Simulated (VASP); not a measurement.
## Al2Cu: single point with PBE

The system is Al2Cu.

```
Al Cu
1.0
    -2.07864    2.07864    3.02643
     2.07864   -2.07864    3.02643
     1.91508    1.91508   -3.02643
Al Cu
2 1
Direct
  0.75000 0.25000 0.50000
  0.25000 0.75000 0.50000
  0.50000 0.50000 0.00000
```

This cell differs from its parent crystal: strain +e along x and -e along y -0.0400, strain +e along z and -e/2 along x and y +0.0467.

```json
{
  "Program": "VASP 6.6.1",
  "Task": "single point",
  "Functional": "PBE",
  "Potentials or basis": "VASP PAW PBE potentials, release 64 (Al, Cu)",
  "Cutoff": "520 eV",
  "k mesh": "14 × 14 × 14",
  "Occupations": "gaussian, width 0.15 eV",
  "Spin": "no spin polarisation"
}
```

| Property | Result |
| --- | --- |
| Pressure | 1.4 GPa |
| Band gap on the k mesh | zero (an odd number of electrons rules out a gap without spin polarisation) |

Stress tensor (GPa, compression positive):
```
 3.48  4.66  0.00
 4.66  3.48  0.00
 0.00  0.00 -2.89
```

Levels at points of the mesh, in eV from the Fermi level:
| k point | band 7 | band 8 | band 9 | band 10 | band 11 | band 12 |
| --- | --- | --- | --- | --- | --- | --- |
| (0.00, 0.00, 0.00) | 2.19 | 2.59 | 2.86 | 3.11 | 3.41 | 3.42 |
| (0.50, 0.00, 0.00) | -3.78 | 0.21 | 0.95 | 2.40 | 2.76 | 4.41 |
| (0.50, 0.50, 0.00) | -3.62 | -2.19 | -1.38 | 0.53 | 1.72 | 8.61 |
| (0.00, 0.00, 0.50) | -3.46 | -2.45 | -2.24 | -0.43 | 1.19 | 9.07 |
| (0.50, 0.50, 0.50) | -3.70 | -1.92 | -1.31 | 0.87 | 1.87 | 8.76 |

Run time: 7.4 min on 1 thread of Intel(R) Xeon(R) Platinum 8375C CPU @ 2.90GHz (Ice Lake) (shared host), peak memory 0.43 GiB.

Caveat: the cell differs from its parent crystal (strain +e along x and -e along y -0.0400, strain +e along z and -e/2 along x and y +0.0467); the stress differs along the axes, from -3 to 3 GPa.
